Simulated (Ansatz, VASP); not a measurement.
**Be3Te2 in VASP and in Ansatz**

Contents of INCAR:

```
SYSTEM = Be3Te2
ALGO = Fast
EDIFF = 1E-6
ENCUT = 520
GGA = PE
ISIF = 2
ISMEAR = 0
LASPH = .True.
LCHARG = .True.
LELF = .True.
LREAL = .False.
LVHAR = .True.
LWAVE = .False.
NBANDS = 17
NELM = 80
PREC = Accurate
SIGMA = 0.1
```

Contents of KPOINTS:

```
k-points
0
Gamma
  12 12 6
  0 0 0
```

File POSCAR:

```
Be3Te2
1.0
    4.9481869681      0.0000000000      0.0000000000
   -2.4740934840      4.2852556170      0.0000000000
    0.0000000000      0.0000000000      5.8800093514
Be Te
3 2
Direct
    0.5000000000      0.0000000000      0.5000000000
    0.0000000000      0.5000000000      0.5000000000
    0.5000000000      0.5000000000      0.5000000000
    0.0000000000      0.0000000000      0.0000000000
    0.0000000000      0.0000000000      0.5000000000
```

Input for Ansatz:

```yaml
crystal:
  lattice:
    - [4.9481869681, 0.0, 0.0]
    - [-2.474093484, 4.285255617, 0.0]
    - [0.0, 0.0, 5.8800093514]
  atoms:
    - { symbol: Be, position: [0.5, 0.0, 0.5] }
    - { symbol: Be, position: [0.0, 0.5, 0.5] }
    - { symbol: Be, position: [0.5, 0.5, 0.5] }
    - { symbol: Te, position: [0.0, 0.0, 0.0] }
    - { symbol: Te, position: [0.0, 0.0, 0.5] }
basis:
  ecutwfc: 420
kpoints:
  mp_grid: { grid: [12, 12, 6] }
  band_path:
    path:
      - [[0.0, 0.0, 0.0], [0.5, 0.0, 0.0], [0.33333333, 0.33333333, 0.0], [0.0, 0.0, 0.0], [0.0, 0.0, 0.5], [0.5, 0.0, 0.5], [0.33333333, 0.33333333, 0.5], [0.0, 0.0, 0.5]]
      - [[0.5, 0.0, 0.5], [0.5, 0.0, 0.0]]
      - [[0.33333333, 0.33333333, 0.5], [0.33333333, 0.33333333, 0.0]]
    npoints: 14
hamiltonian:
  xc: pbe
scf:
  occupations: { method: gaussian, width: 0.1 }
  n_extra_bands: 12
output:
  forces: true
  stress: true
  eigenvalues: true
  populations: true
  dos: { projected: true, de: 0.02, nscf_kmesh: { grid: [15, 15, 8] } }
  bader: true
  write_density: true
  write_potential: true
  elf: true
  volumetric_format: npy
```

Alike in both runs: task single point; functional PBE; k mesh 12 × 12 × 6; occupations gaussian, width 0.1 eV; no spin polarisation.

|  | VASP | Ansatz |
| --- | --- | --- |
| version | VASP 6.6.1 | Ansatz 0.2.0 |
| potentials or method | VASP PAW PBE potentials, release 64 (Be, Te), cutoff 520 eV | scalar-relativistic, plane waves, PAW |
| valence electrons in the cell | 18 | 38 |

Ansatz gave:

* gap on the k mesh at the Fermi level (eV): none
* pressure (GPa): 0.0
* traceless stress, the component that is largest in VASP (GPa): 0.00

What did VASP give for the same quantities?

gap on the k mesh at the Fermi level (eV): none; pressure (GPa): 0.1; traceless stress, the component that is largest in VASP (GPa): -0.06.

A gap of «none» marks a metal or a gap that the smearing closes. VASP's potentials hold 18 valence electrons a cell and Ansatz's 38, so a difference there can come from the potentials and not from the codes.

Spin-orbit coupling is off throughout.
